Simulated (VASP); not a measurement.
Here is a VASP 6.6.1 calculation.

The input INCAR:

```
SYSTEM = Ba
  PREC = Accurate
  ENCUT = 520
  EDIFF = 1E-8
  ISMEAR = -1
  SIGMA = 0.05
  LREAL = .False.
  LASPH = .True.
  NELM = 60
  ALGO = Normal
  ISIF = 2
  LWAVE = .False.
  LCHARG = .False.
  GGA = PE
  LEFG = .True.
  NBANDS = 11
```

KPOINTS

```
Automatic mesh
0
Gamma
  10 10 10
  0 0 0
```

The input POSCAR:

```
Ba
1.0
   -2.5328985096      2.5328985096      2.5328985096
    2.5328985096     -2.5328985096      2.5328985096
    2.5328985096      2.5328985096     -2.5328985096
Ba
1
Direct
    0.0000000000      0.0000000000      0.0000000000
```

Potentials or basis: VASP PAW PBE potentials, release 64 (Ba_sv).

Run with:

```bash
$ cat potpaw_PBE.64/Ba_sv/POTCAR > POTCAR
$ mpirun -np 1 vasp_std > vasp.out
```

Estimate the band gap on the k mesh.

zero (band 5 reaches 1.85 eV, above the bottom of band 6 at 1.04 eV).

Predict the pressure.

-0.2 GPa.

Caveat: without QUAD_EFG the Cq values of the log hold for a quadrupole moment of 1 mb, not for the nuclei; spin-orbit coupling is left out, which moves the levels of the heavy elements.
